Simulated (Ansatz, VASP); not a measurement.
Si2Mo: VASP beside Ansatz

```
Si Mo
1.0
     4.53529    0.00000    0.00000
     2.27744    3.92200    0.00000
    -3.40636   -1.96100    2.26274
Si Mo
2 1
Direct
  0.33300 0.33300 0.00000
  0.66700 0.66700 0.00000
  0.00000 0.00000 0.00000
```

Alike in both runs: task single point; functional PBE; k mesh 13 × 13 × 13; occupations fermi-dirac, width 0.15 eV; no spin polarisation.

|  | VASP | Ansatz |
| --- | --- | --- |
| version | VASP 6.6.1 | Ansatz 0.2.0 |
| potentials or method | VASP PAW PBE potentials, release 64 (Si, Mo_sv), cutoff 520 eV | plane waves, PAW |
| valence electrons in the cell | 22 | 22 |

Ansatz gave:

```
pressure (GPa)                                                : 2.4
traceless stress, the component that is largest in VASP (GPa) : -0.38
```

Question: What did VASP give for the same quantities?

Answer: Pressure (GPa): 2.5; traceless stress, the component that is largest in VASP (GPa): -0.39.
